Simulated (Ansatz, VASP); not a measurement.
SiO2: VASP beside Ansatz

```
CELL_PARAMETERS angstrom
4.11039 0.00000 0.00000
0.00000 4.11039 0.00000
0.00000 0.00000 2.62849
ATOMIC_POSITIONS crystal
Si 0.00000 0.00000 0.00000
Si 0.50000 0.50000 0.50000
O 0.30401 0.30401 0.00000
O 0.19599 0.80401 0.50000
O 0.69599 0.69599 0.00000
O 0.80401 0.19599 0.50000
```

Change from the starting cell: volume scaled by 0.96, ions relaxed.

Alike in both runs: functional PBE; k mesh 7 × 7 × 11; occupations fermi-dirac, width 0.02 eV; no spin polarisation.

Ansatz relaxed the structure, and its values are those at the end. VASP's run is a single point on that final structure, the one shown.

|  | VASP | Ansatz |
| --- | --- | --- |
| version | VASP 6.6.1 | Ansatz 0.2.0 |
| potentials or method | VASP PAW PBE potentials, release 64 (Si, O) | plane-wave PAW, scalar-relativistic |
| plane-wave cutoff (eV) | 520 | 420 |
| valence electrons in the cell | 32 | 32 |

|  | VASP | Ansatz | Ansatz less VASP |
| --- | --- | --- | --- |
| gap on the k mesh at the Fermi level (eV) | 6.39 | 6.40 | +0.010 |
| pressure (GPa) | 27.8 | 27.5 | -0.27 |
| rms of the force components (eV/Å) | 0.009 | 0.001 | -0.0080 |

Ansatz's warnings: stress scf threshold loose.
